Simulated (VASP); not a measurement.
Write the native input for VASP 6.6.1 that does the following.

* Task: single point
* Functional: PBE
* Dispersion: D3(BJ)
* Potentials or basis: VASP PAW PBE potentials, release 64 (Bi_d, Te)
* Cutoff: 500 eV
* k mesh: 4 × 4 × 4
* Occupations: gaussian, width 0.1 eV
* Spin: no spin polarisation
* Dipole correction: no
* Further INCAR settings: ALGO = Normal; EDIFF = 1e-06; NBANDS = 18

The structure of BiTe lies in POSCAR:

```
BiTe
1.0
    0.0000000000      3.2350000000      3.2350000000
    3.2350000000      0.0000000000      3.2350000000
    3.2350000000      3.2350000000      0.0000000000
Bi Te
1 1
Direct
    0.0000000000      0.0000000000      0.0000000000
    0.5000000000      0.5000000000      0.5000000000
```

One way to write it, as run:

INCAR

```
PREC     = Accurate       # precision mode
ENCUT    = 500            # plane-wave cutoff, eV
EDIFF    = 1E-6           # SCF threshold, eV
ISMEAR   = 0              # smearing method
SIGMA    = 0.1            # smearing width, eV
LREAL    = False          # projectors in reciprocal space
LASPH    = True           # aspherical terms in the spheres
NELM     = 120            # most SCF steps
ALGO     = Normal         # electronic algorithm
ISIF     = 2              # what is computed and relaxed
LWAVE    = False          # write WAVECAR
LCHARG   = False          # write CHGCAR
GGA      = PE             # functional
IVDW     = 12             # dispersion correction
NBANDS   = 18             # bands
GGA_COMPAT= False
```

KPOINTS

```
Automatic mesh
0
Gamma
  4 4 4
```

Potentials or basis: VASP PAW PBE potentials, release 64 (Bi_d, Te).

The run is started by

```sh
$ cat potpaw_PBE.64/Bi_d/POTCAR potpaw_PBE.64/Te/POTCAR > POTCAR
$ mpirun -np 1 vasp_std > vasp.out
```

It gave:

```json
{"Pressure": "-1.6 GPa", "Band gap on the k mesh": "zero (an odd number of electrons rules out a gap without spin polarisation)", "Dispersion energy per atom": "-0.452 eV"}
```

Caveat: the k points lie up to 0.42 Å⁻¹ apart, too coarse for converged energies and pressures of a metal; spin-orbit coupling is left out, which moves the levels of the heavy elements.

Run time: 10 s on 1 thread of AMD EPYC 7R13 Processor (Zen 3), with other jobs on the host, peak memory 0.18 GiB.
